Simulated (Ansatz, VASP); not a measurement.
One calculation of Cu, two programs

Contents of INCAR:

```
PREC     = Accurate       # precision mode
ENCUT    = 520            # plane-wave cutoff, eV
EDIFF    = 1E-6           # SCF threshold, eV
ISMEAR   = 0              # smearing method
SIGMA    = 0.15           # smearing width, eV
LREAL    = False          # projectors in reciprocal space
LASPH    = True           # aspherical terms in the spheres
NELM     = 60             # most SCF steps
ALGO     = Fast           # electronic algorithm
ISIF     = 2              # what is computed and relaxed
LWAVE    = False          # write WAVECAR
LCHARG   = False          # write CHGCAR
GGA      = PS             # functional
NBANDS   = 18             # bands
```

KPOINTS

```
regular mesh
0
Gamma
  24 24 12
```

Contents of POSCAR:

```
Cu
1.0
    2.5204379666      0.0000000000      0.0000000000
   -1.2602189833      2.1827633078      0.0000000000
    0.0000000000      0.0000000000      4.1161056553
Cu
2
Direct
    0.3333333333      0.6666666667      0.2500000000
    0.6666666667      0.3333333333      0.7500000000
```

Input for Ansatz:

```yaml
crystal:
  lattice:
    - [2.5204379666, 0.0, 0.0]
    - [-1.2602189833, 2.1827633078, 0.0]
    - [0.0, 0.0, 4.1161056553]
  atoms:
    - { symbol: Cu, position: [0.3333333333, 0.6666666667, 0.25] }
    - { symbol: Cu, position: [0.6666666667, 0.3333333333, 0.75] }
basis:
  ecutwfc: 520.0
kpoints:
  mp_grid: { grid: [24, 24, 12] }
hamiltonian:
  xc: pbesol
  pseudopotentials: { kind: paw }
scf:
  occupations: { method: gaussian, width: 0.15 }
output:
  forces: true
  stress: true
  eigenvalues: true
```

Alike in both runs: task single point; functional PBEsol; k mesh 24 × 24 × 12; occupations gaussian, width 0.15 eV; no spin polarisation.

|  | VASP | Ansatz |
| --- | --- | --- |
| version | VASP 6.6.1 | Ansatz 0.2.0 |
| potentials or method | VASP PAW PBE potentials, release 64 (Cu), cutoff 520 eV | scalar-relativistic, plane waves, PAW |
| valence electrons in the cell | 22 | 38 |

Ansatz gave:

| Quantity | Value |
| --- | --- |
| gap on the k mesh at the Fermi level (eV) | none |
| pressure (GPa) | 0.0 |
| traceless stress, the component that is largest in VASP (GPa) | 0.51 |

Q: Estimate VASP's values.

A: gap on the k mesh at the Fermi level (eV): none; pressure (GPa): 1.0; traceless stress, the component that is largest in VASP (GPa): 0.50.

VASP's potentials were made for PBE, not for PBEsol. A gap of «none» marks a metal or a gap that the smearing closes. VASP's potentials hold 22 valence electrons a cell and Ansatz's 38, so a difference there can come from the potentials and not from the codes.
